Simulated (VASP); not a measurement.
# V (Im-3m) in VASP: notebook

Runs on V. Level: r2SCAN. Tasks: single point.

Everything below comes from runs of VASP 6.6.1. Logs are shortened: lines on timing, memory, paths and dates and some standing lists are left out, and cuts for length are marked.

### Step 1. The cell of the first run

The structure is cubic, space group Im-3m (No. 229). The conventional cell has a = 3.028 Å, b = 3.028 Å, c = 3.028 Å, α = 90.00°, β = 90.00°, γ = 90.00°. Within 3.5 Å of V (site symmetry m-3m) lie 14 V at 2.62 to 3.03 Å.

### Step 2. Single point, r2SCAN, collinear spin, ferromagnetic start

POSCAR reads:

```
V
1.0
   -1.5139000000      1.5139000000      1.5139000000
    1.5139000000     -1.5139000000      1.5139000000
    1.5139000000      1.5139000000     -1.5139000000
V
1
Direct
    0.0000000000      0.0000000000      0.0000000000
```

INCAR.step1 reads:

```
PREC     = Accurate       # precision mode
ENCUT    = 520            # plane-wave cutoff, eV
ISMEAR   = -1             # smearing method
SIGMA    = 0.1            # smearing width, eV
LREAL    = F              # projectors in reciprocal space
LASPH    = T              # aspherical terms in the spheres
NELM     = 150            # most SCF steps
ISPIN    = 2              # spin polarisation
MAGMOM   = 1.05           # initial moments
NUPDOWN  = 1.05           # fixed moment
LMAXMIX  = 4              # l up to which the mixer works
NBANDS   = 16             # bands
GGA      = PE             # functional
ALGO     = Normal         # electronic algorithm
EDIFF    = 1E-4           # SCF threshold, eV
LWAVE    = T              # write WAVECAR
LCHARG   = F              # write CHGCAR
```

INCAR.step2 reads:

```
PREC     = Accurate       # precision mode
ENCUT    = 520            # plane-wave cutoff, eV
EDIFF    = 1E-6           # SCF threshold, eV
ISMEAR   = -1             # smearing method
SIGMA    = 0.1            # smearing width, eV
LREAL    = F              # projectors in reciprocal space
LASPH    = T              # aspherical terms in the spheres
NELM     = 150            # most SCF steps
ALGO     = Normal         # electronic algorithm
ISIF     = 2              # what is computed and relaxed
LWAVE    = F              # write WAVECAR
LCHARG   = F              # write CHGCAR
ISPIN    = 2              # spin polarisation
MAGMOM   = 1.05           # initial moments
LORBIT   = 11             # projections on sites
NUPDOWN  = 1.05           # fixed moment
LMAXMIX  = 4              # l up to which the mixer works
METAGGA  = R2SCAN         # meta-GGA
LMIXTAU  = T            
NBANDS   = 16             # bands
ISTART   = 1
```

KPOINTS reads:

```
regular mesh
0
Gamma
  13 13 13
```

Potentials or basis: VASP PAW PBE potentials, release 64 (V_sv).

The run is started by

```console
$ cat potpaw_PBE.64/V_sv/POTCAR > POTCAR
$ cp INCAR.step1 INCAR
$ mpirun -np 1 vasp_std > vasp.out
$ cp INCAR.step2 INCAR
$ mpirun -np 1 vasp_std > vasp.out
```

OUTCAR:

```text
PREC = Accurate
   ENCUT = 520
   EDIFF = 1E-6
   ISMEAR = -1
   LREAL = F
   LASPH = T
   NELM = 150
   ISIF = 2
   ISPIN = 2
   LORBIT = 11
   NUPDOWN = 1.05
   METAGGA = R2SCAN
   ISTART = 1

 ion  position               nearest neighbor table
   1  0.000  0.000  0.000-

  LATTYP: Found a body centered cubic cell.
 ALAT       =     3.0278000000

  Lattice vectors:

 A1 = (  -1.5139000000,   1.5139000000,   1.5139000000)
 A2 = (   1.5139000000,  -1.5139000000,   1.5139000000)
 A3 = (   1.5139000000,   1.5139000000,  -1.5139000000)

Analysis of symmetry for initial positions (statically):
=====================================================================
 Subroutine PRICEL returns:
 Original cell was already a primitive cell.

 Routine SETGRP: Setting up the symmetry group for a
 body centered cubic supercell.

 Subroutine GETGRP returns: Found 48 space group operations
 (whereof 48 operations were pure point group operations)
 out of a pool of 48 trial point group operations.

The static configuration has the point symmetry O_h .

Analysis of symmetry for dynamics (positions and initial velocities):
=====================================================================
 Subroutine PRICEL returns:
 Original cell was already a primitive cell.

 Routine SETGRP: Setting up the symmetry group for a
 body centered cubic supercell.

 Subroutine GETGRP returns: Found 48 space group operations
 (whereof 48 operations were pure point group operations)
 out of a pool of 48 trial point group operations.

The dynamic configuration has the point symmetry O_h .

Analysis of structural, dynamic, and magnetic symmetry:
=====================================================================
 Subroutine PRICEL returns:
 Original cell was already a primitive cell.

 Routine SETGRP: Setting up the symmetry group for a
 body centered cubic supercell.

 Subroutine GETGRP returns: Found 48 space group operations
 (whereof 48 operations were pure point group operations)
 out of a pool of 48 trial point group operations.

The overall configuration has the point symmetry O_h .

 Subroutine INISYM returns: Found 48 space group operations
 (whereof 48 operations are pure point group operations),
 and found     1 'primitive' translations

----------------------------------------------------------------------------------------

                                     Primitive cell

  volume of cell :      13.8788

  direct lattice vectors                    reciprocal lattice vectors
    -1.513900000  1.513900000  1.513900000     0.000000000  0.330272805  0.330272805
     1.513900000 -1.513900000  1.513900000     0.330272805  0.000000000  0.330272805
     1.513900000  1.513900000 -1.513900000     0.330272805  0.330272805  0.000000000

  length of vectors
     2.622151718  2.622151718  2.622151718     0.467076281  0.467076281  0.467076281

  position of ions in fractional coordinates (direct lattice)
     0.000000000  0.000000000  0.000000000

  ion indices of the primitive-cell ions
   primitive index   ion index
                 1           1

----------------------------------------------------------------------------------------

 KPOINTS: regular mesh

Automatic generation of k-mesh.
 Grid dimensions read from file:
 generate k-points for:   13   13   13

 Generating k-lattice:

  Cartesian coordinates                     Fractional coordinates (reciprocal lattice)
     0.000000000  0.025405600  0.025405600     0.076923077  0.000000000  0.000000000
     0.025405600  0.000000000  0.025405600     0.000000000  0.076923077  0.000000000
     0.025405600  0.025405600  0.000000000     0.000000000  0.000000000  0.076923077

  Length of vectors
     0.035928945  0.035928945  0.035928945

  Shift w.r.t. Gamma in fractional coordinates (k-lattice)
     0.000000000  0.000000000  0.000000000

 Subroutine IBZKPT returns following result:
 ===========================================

 Found     84 irreducible k-points:

 Following reciprocal coordinates:
            Coordinates               Weight
  0.000000  0.000000  0.000000      1.000000
  0.076923  0.000000  0.000000     12.000000
  0.153846  0.000000  0.000000     12.000000
  0.230769  0.000000  0.000000     12.000000
  0.307692  0.000000  0.000000     12.000000
  0.384615  0.000000  0.000000     12.000000
[... 16 lines left out ...]
  0.153846  0.076923  0.076923     24.000000
  0.230769  0.076923  0.076923     24.000000
 [... further k-points ...]
   k-points           NKPTS =     84   k-points in BZ     NKDIM =     84   number of bands    NBANDS=     16
   number of dos      NEDOS =    301   number of ions     NIONS =      1
   total plane-waves  NPLWV =   8000
   dimension x,y,z NGX =    20 NGY =   20 NGZ =   20
   dimension x,y,z NGXF=    40 NGYF=   40 NGZF=   40
   ions per type =               1
   NGX,Y,Z   is equivalent  to a cutoff of  12.68, 12.68, 12.68 a.u.
   NGXF,Y,Z  is equivalent  to a cutoff of  25.36, 25.36, 25.36 a.u.
 SYSTEM =  unknown system
   PREC   = accura    normal or accurate (medium, high low for compatibility)
   ISTART =      1    job   : 0-new  1-cont  2-samecut
   ICHARG =      0    charge: 1-file 2-atom 10-const
   ISPIN  =      2    spin polarized calculation?
   LNONCOLLINEAR =      F non collinear calculations
   LSORBIT =      F    spin-orbit coupling
   LASPH  =      T    aspherical Exc in radial PAW
   ENCUT  =  520.0 eV  38.22 Ry    6.18 a.u.   4.88  4.88  4.88*2*pi/ulx,y,z
   NELM   =    150;   NELMIN=  2; NELMDL=  0     # of ELM steps
   EDIFF  = 0.1E-05   stopping-criterion for ELM
   LREAL  =      F    real-space projection
   EDIFFG = 0.1E-04   stopping-criterion for IOM
   NSW    =      0    number of steps for IOM
   IBRION =     -1    ionic relax: 0-MD 1-quasi-New 2-CG
   NFREE  =      0    steps in history (QN), initial steepest desc. (CG)
   ISIF   =      2    stress and relaxation
   ISYM   =      2    0-nonsym 1-usesym 2-fastsym
   POTIM  = 0.5000    time-step for ionic-motion
   TEBEG  =    0.0;   TEEND  =   0.0 temperature during run
   PSTRESS=    0.0 pullay stress
   NELECT =      13.0000    total number of electrons
   NUPDOWN=       1.0500    fix difference up-down
   EMIN   =  10.00;   EMAX   =-10.00  energy-range for DOS
   EFERMI =   0.00;   METHOD = LEGACY
   ISMEAR =    -1;   SIGMA  =   0.10  broadening in eV -4-tet -1-fermi 0-gaus
   EFERMI_NEDOS =   21; number of points for ismear=-14 and -15
   IALGO  =     38    algorithm
   IMIX   =      4    mixing-type and parameters
     AMIX     =   0.40;   BMIX     =  1.00
     AMIX_MAG =   1.60;   BMIX_MAG =  1.00
  volume/ion in A,a.u.               =      13.88        93.66
  Fermi-wavevector in a.u.,A,eV,Ry     =   1.601789  3.026943 34.908868  2.565729
  Thomas-Fermi vector in A             =   2.698712
   LORBIT       =     11    0 simple, 1 ext, 2 COOP (PROOUT), +10 PAW based schemes
   METAGGA = R2SCAN    functional components
   LHFCALC =     F    Hartree Fock is set to
   AEXX    =    0.0000 exact exchange contribution
   IVDW    =     0    specifies the selected vdW correction
   LEPSILON=     F    determine dielectric tensor
   LRPA    =     F    only Hartree local field effects (RPA)
 spin polarized calculation
  energy-cutoff  :      520.00
  volume of cell :       13.88
 maximum number of plane-waves:       386
   NGX =  9   NGY =  9   NGZ =  9

 number of electron      12.9999996 magnetization       1.0499999

 Free energy of the ion-electron system (eV)
  ---------------------------------------------------
  ext. energy  EPLUGINS =         0.00000000
  ---------------------------------------------------
  free energy    TOTEN  =       -14.05051394 eV

  energy without entropy =      -14.00904161  energy(sigma->0) =      -14.02977777

 E-fermi :   9.3929     XC(G=0): -13.8601

 val. band max:       10.0981480801   @ k =  -0.3077   0.3077   0.3077
 cond. band min:       9.3934195038   @ k =   0.3077   0.2308   0.0000
 fundamental gap:     -0.7047285762
 Fermi energy:        10.1236192770

 spin component 1

 k-point     1 :       0.0000    0.0000    0.0000
  band No.  band energies     occupation
      1     -57.4723      1.00000
      2     -29.6739      1.00000
      3     -29.6738      1.00000
      4     -29.6738      1.00000
      5       1.9494      1.00000
      6       9.0911      0.99997
[... 8 lines left out ...]
     15      37.3868      0.00000
     16      41.0211      0.00000

 k-point     2 :       0.0769    0.0000    0.0000
  band No.  band energies     occupation
      1     -57.4618      1.00000
      2     -29.7254      1.00000
      3     -29.6897      1.00000
      4     -29.6740      1.00000
      5       2.1926      1.00000
      6       8.9911      0.99999
[... 8 lines left out ...]
     15      37.7982      0.00000
     16      39.0487      0.00000
[... 387 lines left out ...]
      5       4.2993      1.00000
      6       8.2376      1.00000
[... 8 lines left out ...]
     15      38.4516      0.00000
     16      39.3842      0.00000

 k-point    24 :       0.2308    0.0769    0.0769
  band No.  band energies     occupation
      1     -57.3379      1.00000
      2     -30.2861      1.00000
      3     -29.8572      1.00000
      4     -29.7189      1.00000
      5       5.3204      1.00000
      6       7.8900      1.00000
[... 8 lines left out ...]
     15      38.6713      0.00000
     16      39.4409      0.00000

 [... further k-points ...]

 spin component 2

 k-point     1 :       0.0000    0.0000    0.0000
  band No.  band energies     occupation
      1     -56.4536      1.00000
      2     -28.6579      1.00000
      3     -28.6579      1.00000
      4     -28.6579      1.00000
      5       2.6889      1.00000
      6      10.6158      0.00000
[... 8 lines left out ...]
     15      37.6172      0.00000
     16      42.3930      0.00000

 k-point     2 :       0.0769    0.0000    0.0000
  band No.  band energies     occupation
      1     -56.4432      1.00000
      2     -28.7086      1.00000
      3     -28.6730      1.00000
      4     -28.6584      1.00000
      5       2.9320      1.00000
      6      10.5100      0.00001
[... 8 lines left out ...]
     15      38.1479      0.00000
     16      40.2310      0.00000
[... 387 lines left out ...]
      5       5.0637      1.00000
      6       9.6477      0.07258
[... 8 lines left out ...]
     15      39.0334      0.00000
     16      40.4628      0.00000

 k-point    24 :       0.2308    0.0769    0.0769
  band No.  band energies     occupation
      1     -56.3215      1.00000
      2     -29.2592      1.00000
      3     -28.8352      1.00000
      4     -28.7053      1.00000
      5       6.1395      1.00000
      6       9.3003      0.71629
[... 8 lines left out ...]
     15      39.6977      0.00000
     16      40.0878      0.00000

 [... further k-points ...]
[... 5 lines left out ...]
  --------------------------------------------------------------------------------------
  -------------------------------------------------------------------------------------
  Total       -0.0590920     -0.0590920     -0.0590920      0.0000000     -0.0000000      0.0000000
  in kB       -6.8216221     -6.8216221     -6.8216221      0.0000000     -0.0000000      0.0000000
  external PRESSURE =      -6.8216221 kB  Pullay stress =       0.0000000 kB

 VOLUME and BASIS-vectors are now :
 -----------------------------------------------------------------------------
  energy-cutoff  :      520.00
  volume of cell :       13.88
      direct lattice vectors                 reciprocal lattice vectors
    -1.513900000  1.513900000  1.513900000     0.000000000  0.330272805  0.330272805
     1.513900000 -1.513900000  1.513900000     0.330272805  0.000000000  0.330272805
     1.513900000  1.513900000 -1.513900000     0.330272805  0.330272805  0.000000000

 POSITION                                       TOTAL-FORCE (eV/Angst)
 -----------------------------------------------------------------------------------
      0.00000      0.00000      0.00000        -0.000000     -0.000000     -0.000000
 -----------------------------------------------------------------------------------
    total drift:                                0.000000      0.000000      0.000000

  FREE ENERGIE OF THE ION-ELECTRON SYSTEM (eV)
  ---------------------------------------------------
  free  energy   TOTEN  =       -14.0505139373 eV

  energy  without entropy=      -14.0090416066  energy(sigma->0) =      -14.02977777

 total charge

# of ion       s       p       d       tot
------------------------------------------
    1        2.329   6.236   3.004  11.569

 magnetization (x)

# of ion       s       p       d       tot
------------------------------------------
    1        0.012   0.063   0.811   0.885
```

It took 2.6 min on 1 thread of Intel Xeon Platinum 8375C at 2.90GHz (Ice Lake), shared host; peak memory 0.15 GiB.

Results:

```
Free energy                                           : -14.0505 eV
Pressure                                              : -0.7 GPa
Net moment                                            : 1.05 μB per cell
Site moments                                          : V +0.89 μB
Valence electrons inside the program's atomic spheres : V 11.57
```

Caveat: the PAW data sets were made with another functional, which shifts forces and pressure a little; the total moment is fixed, so each spin has its own Fermi level.

### Step 3. Single point, r2SCAN, collinear spin, ferromagnetic start

POSCAR is that of step 2.

INCAR.step1 reads:

```
PREC = Accurate
ENCUT = 520
ISMEAR = -1
SIGMA = 0.1
LREAL = False
LASPH = True
NELM = 150
ISPIN = 2
MAGMOM = 0.2
LMAXMIX = 4
NBANDS = 16
GGA = PE
ALGO = Normal
EDIFF = 1E-4
LWAVE = True
LCHARG = False
```

INCAR.step2 reads:

```
PREC = Accurate
ENCUT = 520
EDIFF = 1E-6
ISMEAR = -1
SIGMA = 0.1
LREAL = False
LASPH = True
NELM = 150
ALGO = Normal
ISIF = 2
LWAVE = False
LCHARG = True
ISPIN = 2
MAGMOM = 0.2
LORBIT = 11
LMAXMIX = 4
METAGGA = R2SCAN
LMIXTAU = True
LELF = True
LVHAR = True
NBANDS = 16
ISTART = 1
```

KPOINTS is that of step 2.

Potentials or basis: VASP PAW PBE potentials, release 64 (V_sv).

The run is started by

```console
$ cat potpaw_PBE.64/V_sv/POTCAR > POTCAR
$ cp INCAR.step1 INCAR
$ mpirun -np 1 vasp_std > vasp.out
$ cp INCAR.step2 INCAR
$ mpirun -np 1 vasp_std > vasp.out
```

It took 2.8 min on 1 thread of Intel Xeon Platinum 8375C at 2.90GHz (Ice Lake), shared host; peak memory 0.15 GiB.

Results (log left out):

```
Free energy                                           : -14.1440 eV
Pressure                                              : -7.1 GPa
Net moment                                            : 0.00 μB per cell
Valence electrons inside the program's atomic spheres : V 11.57
```

Levels at points of the mesh, in eV from the Fermi level:
Spin up:
```tsv
k point	band 4	band 5	band 6	band 7	band 8	band 9
(0.00, 0.00, 0.00)	-38.57	-7.00	0.46	0.46	0.46	2.57
```
Spin down:
| k point | band 3 | band 4 | band 5 | band 6 | band 7 | band 8 | band 9 | band 10 |
| --- | --- | --- | --- | --- | --- | --- | --- | --- |
| (0.00, 0.00, 0.00) | -38.57 | -38.57 | -7.00 | 0.46 | 0.46 | 0.46 | 2.57 | 2.57 |

Caveat: the PAW data sets were made with another functional, which shifts forces and pressure a little.
